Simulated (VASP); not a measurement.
A run of VASP 6.6.1 is set up as follows.

File INCAR:

```
SYSTEM = Y4Zr
PREC = Accurate
ENCUT = 520
EDIFF = 1E-6
ISMEAR = -1
SIGMA = 0.1
LREAL = .FALSE.
LASPH = .TRUE.
NELM = 80
ALGO = Normal
ISIF = 2
LWAVE = .FALSE.
LCHARG = .FALSE.
LDIPOL = .TRUE.
IDIPOL = 3
DIPOL = 0.5 0.5 0.500
GGA = PE
NBANDS = 36
```

Contents of KPOINTS:

```
Automatic mesh
0
G
  13 13 1
  0 0 0
```

The input POSCAR:

```
Y4Zr
1.0
    3.6526183111      0.0000000000      0.0000000000
   -1.8263091556      3.1632602477      0.0000000000
    0.0000000000      0.0000000000     27.3984000000
Zr Y
1 4
Direct
    0.0000000000      0.0000000000      0.2940745976
    0.3333333333      0.6666666667      0.3952323815
    0.0000000000      0.0000000000      0.5000000204
    0.3333333333      0.6666666667      0.6047675625
    0.0000000000      0.0000000000      0.7059254377
```

Potentials or basis: VASP PAW PBE potentials, release 64 (Zr_sv, Y_sv).

Command:

```console
$ cat potpaw_PBE.64/Zr_sv/POTCAR potpaw_PBE.64/Y_sv/POTCAR > POTCAR
$ mpirun -np 1 vasp_std > vasp.out
```

(1) What does it give for the band gap on the k mesh?

(2) Estimate the largest force.

Results:

(1) zero (bands 28 and 29 overlap by 0.94 eV).

(2) 0.981 eV/Å.
